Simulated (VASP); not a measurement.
# WS2 in VASP: single point with PBE

Aim: the single point of WS2 with PBE.

Everything below comes from runs of VASP 6.6.1. Logs are shortened: lines on timing, memory, paths and dates and some standing lists are left out, and cuts for length are marked.

## Step 1: The cell of the first run

The cell holds a slab with vacuum, 48 atoms: a = 12.734 Å, b = 12.734 Å, c = 17.247 Å, α = 84.70°, β = 79.36°, γ = 60.00°.

## Step 2: Single point, PBE

The input, INCAR:

```
PREC = Accurate
ENCUT = 520
EDIFF = 1E-7
ISMEAR = 0
SIGMA = 0.05
LREAL = Auto
LASPH = T
NELM = 60
ALGO = Normal
ISIF = 2
LWAVE = F
LCHARG = T
GGA = PE
LELF = T
LVHAR = T
NBANDS = 238
```

The input, KPOINTS:

```
Automatic mesh
0
Gamma
  1 1 1
```

The input, POSCAR:

```
WS2
1.0
    6.3670320000     11.0280240000      0.0000000000
   12.7340650000      0.0000000000      0.0000000000
    1.5917580000      2.7570060000    -16.9505780000
W S
16 32
Direct
    0.6666670000      0.4166660000      0.0000000000
    0.9166670000      0.4166660000      0.0000000000
    0.9166670000      0.1666660000      0.0000000000
    0.1666670000      0.9166660000      0.0000000000
    0.4166670000      0.9166660000      0.0000000000
    0.6666670000      0.9166660000      0.0000000000
    0.9166670000      0.9166660000      0.0000000000
    0.4166670000      0.6666660000      0.0000000000
    0.6666670000      0.6666660000      0.0000000000
    0.9166670000      0.6666660000      0.0000000000
    0.1666670000      0.4166660000      0.0000000000
    0.4166670000      0.4166660000      0.0000000000
    0.1666670000      0.1666660000      0.0000000000
    0.4166670000      0.1666660000      0.0000000000
    0.6666670000      0.1666660000      0.0000000000
    0.1666670000      0.6666660000      0.0000000000
    0.8103330000      0.5833340000      0.0920000000
    0.0603330000      0.5833340000      0.0920000000
    0.0603330000      0.3333340000      0.0920000000
    0.3103330000      0.0833340000      0.0920000000
    0.5603330000      0.0833340000      0.0920000000
    0.8103330000      0.0833340000      0.0920000000
    0.0603330000      0.0833340000      0.0920000000
    0.5603330000      0.8333340000      0.0920000000
    0.8103330000      0.8333340000      0.0920000000
    0.0603330000      0.8333340000      0.0920000000
    0.3103330000      0.5833340000      0.0920000000
    0.5603330000      0.5833340000      0.0920000000
    0.3103330000      0.3333340000      0.0920000000
    0.5603330000      0.3333340000      0.0920000000
    0.8103330000      0.3333340000      0.0920000000
    0.3103330000      0.8333340000      0.0920000000
    0.6063330000      0.5833340000      0.9080000000
    0.8563330000      0.5833340000      0.9080000000
    0.8563330000      0.3333340000      0.9080000000
    0.1063330000      0.0833340000      0.9080000000
    0.3563330000      0.0833340000      0.9080000000
    0.6063330000      0.0833340000      0.9080000000
    0.8563330000      0.0833340000      0.9080000000
    0.3563330000      0.8333340000      0.9080000000
    0.6063330000      0.8333340000      0.9080000000
    0.8563330000      0.8333340000      0.9080000000
    0.1063330000      0.5833340000      0.9080000000
    0.3563330000      0.5833340000      0.9080000000
    0.1063330000      0.3333340000      0.9080000000
    0.3563330000      0.3333340000      0.9080000000
    0.6063330000      0.3333340000      0.9080000000
    0.1063330000      0.8333340000      0.9080000000
```

Potentials or basis: VASP PAW PBE potentials, release 64 (W_sv, S).

On the command line:

```console
$ cat potpaw_PBE.64/W_sv/POTCAR potpaw_PBE.64/S/POTCAR > POTCAR
$ mpirun -np 1 vasp_gam > vasp.out
```

OUTCAR:

```text
PREC = Accurate
   ENCUT = 520
   EDIFF = 1E-7
   ISMEAR = 0
   LREAL = Auto
   LASPH = T
   NELM = 60
   ISIF = 2
   GGA = PE

 ion  position               nearest neighbor table
   1  0.667  0.417  0.000-  30 2.41  47 2.41  35 2.41  31 2.41  33 2.41  28 2.41   2 3.18  12 3.18
                             9 3.18  15 3.18   8 3.18   3 3.18
   2  0.917  0.417  0.000-  31 2.41  35 2.41  19 2.41  45 2.41  34 2.41  17 2.41   1 3.18  11 3.18
                            10 3.18   3 3.18   9 3.18  13 3.18
   3  0.917  0.167  0.000-  22 2.41  39 2.41  36 2.41  23 2.41  35 2.41  31 2.41  13 3.18  15 3.18
                             2 3.18   7 3.18   4 3.18   1 3.18
   4  0.167  0.917  0.000-  26 2.41  48 2.41  40 2.41  32 2.41  36 2.41  23 2.41   5 3.18   7 3.18
                            13 3.18  16 3.18   3 3.18   8 3.18
   5  0.417  0.917  0.000-  32 2.41  40 2.41  24 2.41  41 2.41  37 2.41  20 2.41   4 3.18   6 3.18
                             8 3.18  14 3.18  13 3.18   9 3.18
   6  0.667  0.917  0.000-  24 2.41  41 2.41  25 2.41  42 2.41  38 2.41  21 2.41   5 3.18   7 3.18
                             9 3.18  15 3.18  14 3.18  10 3.18
   7  0.917  0.917  0.000-  25 2.41  42 2.41  26 2.41  48 2.41  39 2.41  22 2.41   4 3.18   6 3.18
                             3 3.18  10 3.18  15 3.18  16 3.18
   8  0.417  0.667  0.000-  27 2.41  44 2.41  33 2.41  28 2.41  40 2.41  32 2.41   9 3.18  16 3.18
                            12 3.18   5 3.18   1 3.18   4 3.18
   9  0.667  0.667  0.000-  28 2.41  33 2.41  17 2.41  34 2.41  41 2.41  24 2.41   8 3.18  10 3.18
                             1 3.18   6 3.18   5 3.18   2 3.18
  10  0.917  0.667  0.000-  17 2.41  34 2.41  18 2.41  43 2.41  42 2.41  25 2.41   9 3.18  16 3.18
                             2 3.18   7 3.18  11 3.18   6 3.18
  11  0.167  0.417  0.000-  19 2.41  45 2.41  29 2.41  46 2.41  43 2.41  18 2.41   2 3.18  12 3.18
                            13 3.18  16 3.18  14 3.18  10 3.18
  12  0.417  0.417  0.000-  29 2.41  46 2.41  30 2.41  47 2.41  44 2.41  27 2.41   1 3.18  11 3.18
                             8 3.18  14 3.18  15 3.18  16 3.18
  13  0.167  0.167  0.000-  23 2.41  36 2.41  20 2.41  37 2.41  45 2.41  19 2.41   3 3.18  14 3.18
                            11 3.18   4 3.18   2 3.18   5 3.18
  14  0.417  0.167  0.000-  20 2.41  37 2.41  21 2.41  38 2.41  46 2.41  29 2.41  13 3.18  15 3.18
                             5 3.18  12 3.18  11 3.18   6 3.18
  15  0.667  0.167  0.000-  21 2.41  38 2.41  22 2.41  39 2.41  47 2.41  30 2.41   3 3.18  14 3.18
                             6 3.18   1 3.18  12 3.18   7 3.18
  16  0.167  0.667  0.000-  18 2.41  43 2.41  27 2.41  44 2.41  48 2.41  26 2.41   8 3.18  10 3.18
                             4 3.18  11 3.18   7 3.18  12 3.18
  17  0.810  0.583  0.092-  10 2.41   9 2.41   2 2.41
  18  0.060  0.583  0.092-  16 2.41  10 2.41  11 2.41
  19  0.060  0.333  0.092-  11 2.41   2 2.41  13 2.41
  20  0.310  0.083  0.092-  14 2.41  13 2.41   5 2.41
  21  0.560  0.083  0.092-  15 2.41  14 2.41   6 2.41
  22  0.810  0.083  0.092-   3 2.41  15 2.41   7 2.41
[... 24 lines left out ...]
  47  0.606  0.333  0.908-   1 2.41  12 2.41  15 2.41
  48  0.106  0.833  0.908-   4 2.41   7 2.41  16 2.41

  LATTYP: Found a base centered monoclinic cell.
 ALAT       =    12.7340649375
 B/A-ratio  =     1.7320508586
 C/A-ratio  =     1.3543937523
 COS(beta)  =    -0.1845844309

  Lattice vectors:

 A1 = (   6.3670330000, -11.0280240000,   0.0000000000)
 A2 = ( -12.7340650000,   0.0000000000,   0.0000000000)
 A3 = (   1.5917580000,   2.7570060000, -16.9505780000)

Analysis of symmetry for initial positions (statically):
=====================================================================
 Subroutine PRICEL returns following result:

  LATTYP: Found a hexagonal cell.
 ALAT       =     3.1835162500
 C/A-ratio  =     5.3244829518

  Lattice vectors:

 A1 = (  -3.1835162500,   0.0000000000,   0.0000000000)
 A2 = (   1.5917580000,   2.7570060000,   0.0000000000)
 A3 = (   0.0000000000,   0.0000000000, -16.9505780000)

  16 primitive cells build up your supercell.

 Routine SETGRP: Setting up the symmetry group for a
 base centered monoclinic supercell.

 Subroutine GETGRP returns: Found  2 space group operations
 (whereof  2 operations were pure point group operations)
 out of a pool of  4 trial point group operations.

The static configuration has the point symmetry C_2 .

Analysis of symmetry for dynamics (positions and initial velocities):
=====================================================================
 Subroutine PRICEL returns following result:

  LATTYP: Found a hexagonal cell.
 ALAT       =     3.1835162500
 C/A-ratio  =     5.3244829518

  Lattice vectors:

 A1 = (  -3.1835162500,   0.0000000000,   0.0000000000)
 A2 = (   1.5917580000,   2.7570060000,   0.0000000000)
 A3 = (   0.0000000000,   0.0000000000, -16.9505780000)

  16 primitive cells build up your supercell.

 Routine SETGRP: Setting up the symmetry group for a
 base centered monoclinic supercell.

 Subroutine GETGRP returns: Found  2 space group operations
 (whereof  2 operations were pure point group operations)
 out of a pool of  4 trial point group operations.

The dynamic configuration has the point symmetry C_2 .

 Subroutine INISYM returns: Found  2 space group operations
 (whereof  2 operations are pure point group operations),
 and found    16 'primitive' translations

----------------------------------------------------------------------------------------

                                     Primitive cell

  volume of cell :     148.7748

  direct lattice vectors                    reciprocal lattice vectors
    -3.183516250  0.000000000  0.000000000    -0.314118076  0.181356138  0.000000000
     1.591758000  2.757006000  0.000000000     0.000000000  0.362712305  0.000000000
     0.000000000  0.000000000-16.950578000     0.000000000  0.000000000 -0.058995038

  length of vectors
     3.183516250  3.183516234 16.950578000     0.362712303  0.362712305  0.058995038

  position of ions in fractional coordinates (direct lattice)
     0.333336000  0.666668000  0.000000000
     0.666664000  0.333332000  0.092000000
     0.666664000  0.333332000  0.908000000

  ion indices of the primitive-cell ions
   primitive index   ion index
                 1           1
                 2          30
                 3          47

----------------------------------------------------------------------------------------

 KPOINTS: Automatic mesh

Automatic generation of k-mesh.
 Grid dimensions read from file:
 generate k-points for:    1    1    1

 Generating k-lattice:

  Cartesian coordinates                     Fractional coordinates (reciprocal lattice)
     0.000000000  0.090678076  0.014748760     1.000000000  0.000000000  0.000000000
     0.078529519 -0.045339035  0.000000000     0.000000000  1.000000000  0.000000000
     0.000000000  0.000000000 -0.058995038     0.000000000  0.000000000  1.000000000

  Length of vectors
     0.091869687  0.090678076  0.058995038

  Shift w.r.t. Gamma in fractional coordinates (k-lattice)
     0.000000000  0.000000000  0.000000000

 Subroutine IBZKPT returns following result:
 ===========================================

 Found      1 irreducible k-points:

 Following reciprocal coordinates:
            Coordinates               Weight
  0.000000  0.000000  0.000000      1.000000
   k-points           NKPTS =      1   k-points in BZ     NKDIM =      1   number of bands    NBANDS=    238
   number of dos      NEDOS =    301   number of ions     NIONS =     48
   total plane-waves  NPLWV = ******
   dimension x,y,z NGX =    96 NGY =   96 NGZ =  128
   dimension x,y,z NGXF=   192 NGYF=  192 NGZF=  256
   ions per type =              16  32
   NGX,Y,Z   is equivalent  to a cutoff of  12.53, 12.53, 12.34 a.u.
   NGXF,Y,Z  is equivalent  to a cutoff of  25.07, 25.07, 24.68 a.u.
 SYSTEM =  unknown system
   PREC   = accura    normal or accurate (medium, high low for compatibility)
   ISTART =      0    job   : 0-new  1-cont  2-samecut
   ICHARG =      2    charge: 1-file 2-atom 10-const
   ISPIN  =      1    spin polarized calculation?
   LNONCOLLINEAR =      F non collinear calculations
   LSORBIT =      F    spin-orbit coupling
   LASPH  =      T    aspherical Exc in radial PAW
   ENCUT  =  520.0 eV  38.22 Ry    6.18 a.u.  23.68 23.68 32.07*2*pi/ulx,y,z
   NELM   =     60;   NELMIN=  2; NELMDL= -5     # of ELM steps
   EDIFF  = 0.1E-06   stopping-criterion for ELM
   LREAL  =      T    real-space projection
   EDIFFG = 0.1E-05   stopping-criterion for IOM
   NSW    =      0    number of steps for IOM
   IBRION =     -1    ionic relax: 0-MD 1-quasi-New 2-CG
   NFREE  =      0    steps in history (QN), initial steepest desc. (CG)
   ISIF   =      2    stress and relaxation
   ISYM   =      2    0-nonsym 1-usesym 2-fastsym
   POTIM  = 0.5000    time-step for ionic-motion
   TEBEG  =    0.0;   TEEND  =   0.0 temperature during run
   PSTRESS=    0.0 pullay stress
   NELECT =     416.0000    total number of electrons
   NUPDOWN=      -1.0000    fix difference up-down
   EMIN   =  10.00;   EMAX   =-10.00  energy-range for DOS
   EFERMI =   0.00;   METHOD = LEGACY
   ISMEAR =     0;   SIGMA  =   0.05  broadening in eV -4-tet -1-fermi 0-gaus
   EFERMI_NEDOS =   21; number of points for ismear=-14 and -15
   IALGO  =     38    algorithm
   IMIX   =      4    mixing-type and parameters
     AMIX     =   0.40;   BMIX     =  1.00
     AMIX_MAG =   1.60;   BMIX_MAG =  1.00
  volume/ion in A,a.u.               =      49.59       334.66
  Fermi-wavevector in a.u.,A,eV,Ry     =   0.915285  1.729637 11.398226  0.837746
  Thomas-Fermi vector in A             =   2.040009
   LORBIT       =      0    0 simple, 1 ext, 2 COOP (PROOUT), +10 PAW based schemes
   GGA     = PE    functional components
   LHFCALC =     F    Hartree Fock is set to
   AEXX    =    0.0000 exact exchange contribution
   IVDW    =     0    specifies the selected vdW correction
   LEPSILON=     F    determine dielectric tensor
   LRPA    =     F    only Hartree local field effects (RPA)
 non-spin polarized calculation
 Gauss-broadening in eV      SIGMA  =   0.05
  energy-cutoff  :      520.00
  volume of cell :     2380.40
 maximum number of plane-waves:     32047
 NGX is ok and might be reduce to    96
   NGX = 47   NGY = 47   NGZ = 65

 number of electron     415.9999972 magnetization

 Free energy of the ion-electron system (eV)
  ---------------------------------------------------
  ext. energy  EPLUGINS =         0.00000000
  ---------------------------------------------------
  free energy    TOTEN  =      -379.63253454 eV

  energy without entropy =     -379.63253454  energy(sigma->0) =     -379.63253454

 E-fermi :  -0.8704     XC(G=0):  -4.5377

 val. band max:       -1.2032989550   @ k =   0.0000   0.0000   0.0000
 cond. band min:       1.1612947680   @ k =   0.0000   0.0000   0.0000
 fundamental gap:      2.3645937229
 Fermi energy:        -0.8704257957

 k-point     1 :       0.0000    0.0000    0.0000
  band No.  band energies     occupation
      1     -75.2020      2.00000
      2     -75.1937      2.00000
      3     -75.1937      2.00000
      4     -75.1937      2.00000
      5     -75.1937      2.00000
      6     -75.1937      2.00000
[... 212 lines left out ...]
    219       1.2591      0.00000
    220       1.2591      0.00000
 [bands above 220 left out]

------------------------ aborting loop because EDIFF is reached ----------------------------------------

  FORCE on cell =-STRESS in cart. coord.  units (eV):
  Direction    XX          YY          ZZ          XY          YZ          ZX
  --------------------------------------------------------------------------------------
  -------------------------------------------------------------------------------------
  Total        4.7882380      4.7774502      9.9056342     -0.0093429      0.0216600      0.0125055
  in kB        3.2228273      3.2155664      6.6672017     -0.0062884      0.0145788      0.0084171
  external PRESSURE =       4.3685318 kB  Pullay stress =       0.0000000 kB

 VOLUME and BASIS-vectors are now :
 -----------------------------------------------------------------------------
  energy-cutoff  :      520.00
  volume of cell :     2380.40
      direct lattice vectors                 reciprocal lattice vectors
     6.367032000 11.028024000  0.000000000     0.000000000  0.090678076  0.014748760
    12.734065000  0.000000000  0.000000000     0.078529519 -0.045339035  0.000000000
     1.591758000  2.757006000-16.950578000     0.000000000  0.000000000 -0.058995038

 POSITION                                       TOTAL-FORCE (eV/Angst)
 -----------------------------------------------------------------------------------
      9.55054      7.35202      0.00000        -0.000000      0.000000     -0.000000
     11.14230     10.10903      0.00000        -0.000000      0.000000     -0.000000
      7.95878     10.10903      0.00000        -0.000000      0.000000     -0.000000
     12.73406      1.83801      0.00000        -0.000000      0.000000     -0.000000
     14.32582      4.59501      0.00000        -0.000000      0.000000     -0.000000
     15.91757      7.35202      0.00000        -0.000000      0.000000     -0.000000
[... 40 lines left out ...]
      9.55055      9.19002    -15.39112         0.000718      0.001243      0.209685
     12.73407      3.67600    -15.39112         0.000718      0.001243      0.209685
 -----------------------------------------------------------------------------------
    total drift:                               -0.004944      0.002874      0.000001

  FREE ENERGIE OF THE ION-ELECTRON SYSTEM (eV)
  ---------------------------------------------------
  free  energy   TOTEN  =      -379.6325345392 eV

  energy  without entropy=     -379.6325345392  energy(sigma->0) =     -379.63253454
```

Run time: 27 min. Hardware: 1 thread of Intel Xeon Platinum 8259CL at 2.50GHz (Skylake/Cascade Lake), shared host; peak memory 1.7 GiB.

What came out:

```
Free energy            : -379.6325 eV
Largest force          : 0.210 eV/Å
Band gap on the k mesh : 2.36 eV
```

Forces in eV/Å, atoms in the order of the input:
```
W    0.000  0.000  0.000
W    0.000  0.000  0.000
W    0.000  0.000  0.000
W    0.000  0.000  0.000
W    0.000  0.000  0.000
W    0.000  0.000  0.000
W    0.000  0.000  0.000
W    0.000  0.000  0.000
W    0.000  0.000  0.000
W    0.000  0.000  0.000
W    0.000  0.000  0.000
W    0.000  0.000  0.000
W    0.000  0.000  0.000
W    0.000  0.000  0.000
W    0.000  0.000  0.000
W    0.000  0.000  0.000
S   -0.001 -0.001 -0.210
S   -0.001 -0.001 -0.210
S   -0.001 -0.001 -0.210
S   -0.001 -0.001 -0.210
S   -0.001 -0.001 -0.210
S   -0.001 -0.001 -0.210
S   -0.001 -0.001 -0.210
S   -0.001 -0.001 -0.210
S   -0.001 -0.001 -0.210
S   -0.001 -0.001 -0.210
S   -0.001 -0.001 -0.210
S   -0.001 -0.001 -0.210
S   -0.001 -0.001 -0.210
S   -0.001 -0.001 -0.210
S   -0.001 -0.001 -0.210
S   -0.001 -0.001 -0.210
S    0.001  0.001  0.210
S    0.001  0.001  0.210
S    0.001  0.001  0.210
S    0.001  0.001  0.210
S    0.001  0.001  0.210
S    0.001  0.001  0.210
S    0.001  0.001  0.210
S    0.001  0.001  0.210
S    0.001  0.001  0.210
S    0.001  0.001  0.210
S    0.001  0.001  0.210
S    0.001  0.001  0.210
S    0.001  0.001  0.210
S    0.001  0.001  0.210
S    0.001  0.001  0.210
S    0.001  0.001  0.210
```

Caveat: the k points lie up to 0.58 Å⁻¹ apart; there is no dipole correction, which matters where the two faces differ; spin-orbit coupling is left out, which moves the levels of the heavy elements.
